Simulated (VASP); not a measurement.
MgO, 2 atoms in the cell. The structure is cubic, space group F-43m (No. 216). The conventional cell has a = 4.575 Å, b = 4.575 Å, c = 4.575 Å, α = 90.00°, β = 90.00°, γ = 90.00°. Within 2.6 Å of Mg (site symmetry -43m) lie 4 O at 1.98 Å. Within 2.6 Å of O (site symmetry -43m) lie 4 Mg at 1.98 Å. 

```yaml
Program: VASP 6.6.1
Task: relaxation of cell and atoms
Functional: PBEsol
Potentials_or_basis: VASP PAW PBE potentials, release 64 (Mg, O)
Cutoff: 600 eV
k_mesh: 8 × 8 × 8
Occupations: gaussian, width 0.02 eV
Spin: no spin polarisation
Dipole_correction: no
Further_INCAR_settings: ALGO = Normal; EDIFF = 1e-06; IBRION = 2; EDIFFG = -0.01; NSW = 80; ISIF = 3
```

Potentials or basis: VASP PAW PBE potentials, release 64 (Mg, O).

Run with:

```console
$ cat potpaw_PBE.64/Mg/POTCAR potpaw_PBE.64/O/POTCAR > POTCAR
$ mpirun -np 1 vasp_std > vasp.out
```

Hardware: 1 thread of Intel(R) Xeon(R) 6975P-C (Granite Rapids), on a shared host.

Problem. Estimate the wall time of this run.

Solution. Wall time 10 s on 1 thread of Intel(R) Xeon(R) 6975P-C (Granite Rapids), with other jobs on the host, peak memory 0.16 GiB. Counts: scf iterations 21, k points 29, ion steps 3.
